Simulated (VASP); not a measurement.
Ag2Ir:

```xyz
3
Lattice="1.7316 0.9997 5.2299 -1.7316 0.9997 5.2299 0.0000 -1.9995 5.2299" Properties=species:S:1:pos:R:3 pbc="T T T"
Ag    0.0000    0.0000   11.7673
Ag    0.0000    0.0000    3.9224
Ir    0.0000    0.0000    0.0000
```

| Quantity | Value |
| --- | --- |
| Program | VASP 6.6.1 |
| Task | relaxation of cell and atoms |
| Functional | PBE |
| Potentials or basis | VASP PAW PBE potentials, release 64 (Ag, Ir) |
| Cutoff | 600 eV |
| k mesh | 6 × 6 × 6 |
| Occupations | gaussian, width 0.1 eV |
| Spin | no spin polarisation |

At the start: pressure 39.0 GPa; volume 18.11 Å³/atom.

Q: How do energy, volume and symmetry change on relaxing?

A: Over 31 steps the energy falls by 1554.4 meV/atom and the volume is 16.35 Å³/atom (-9.7 %); space group R-3m (No. 166, to 0.1 Å) before and after.

The path:
```
step  energy change (eV)  largest force (eV/Å)  pressure (GPa)  volume (Å³)
   1              0.0000                5.5049           39.03        54.32
   2              0.4193                0.8400          -12.66        96.89
   3             -1.6951                0.6009           -5.26        68.89
   4             -1.7217                0.8257           -3.61        67.48
   5             -1.7280                1.0436           -1.93        66.26
   6             -1.7280                0.9899           -2.28        66.51
   7             -1.8537                1.0534           -2.28        64.64
   8             -2.2407                1.0249           -0.97        59.23
   9             -1.9413                3.2612           19.86        49.25
  10             -2.3769                0.8787            0.69        56.95
  11             -2.4677                0.2963            6.26        53.02
  12             -2.4778                0.2615            3.79        54.33
  13             -2.5383                0.0959            3.44        54.01
  14             -2.6273                1.3492            3.48        53.06
  15             -2.7736                1.5596            1.26        53.29
  16             -3.1687                2.1171           -3.86        53.75
  17             -3.7331                2.8895           -7.80        53.62
  18             -2.7180                3.2822           25.47        49.82
  19             -3.7368                3.3579           -5.68        53.26
  20             -4.1042                2.4041           -4.53        52.20
  21             -4.2202                1.8225           -1.48        51.29
  22             -4.2229                1.7352           -0.66        51.12
  23             -4.3311                1.5220           -2.01        51.03
  24             -4.5505                0.9451           -4.71        50.67
  25             -4.3898                0.7467            0.12        49.58
  26             -4.5831                0.6466           -4.77        50.41
  27             -4.6385                0.1955            2.94        48.05
  28             -4.6401                0.2662            1.81        48.36
  29             -4.6584                0.1066            0.92        48.73
  30             -4.6632                0.0065            0.25        49.08
  31             -4.6632                0.0090            0.30        49.05
```

Final structure:
```
Ag Ir
1.0
     1.38907    0.80198    7.33798
    -1.38907    0.80198    7.33798
     0.00000   -1.60396    7.33798
Ag Ir
2 1
Direct
  0.77691 0.77691 0.77691
  0.22309 0.22309 0.22309
  0.00000 0.00000 0.00000
```

Caveat: a cell axis changed by over 15 % at a fixed basis, so the end point is rough.
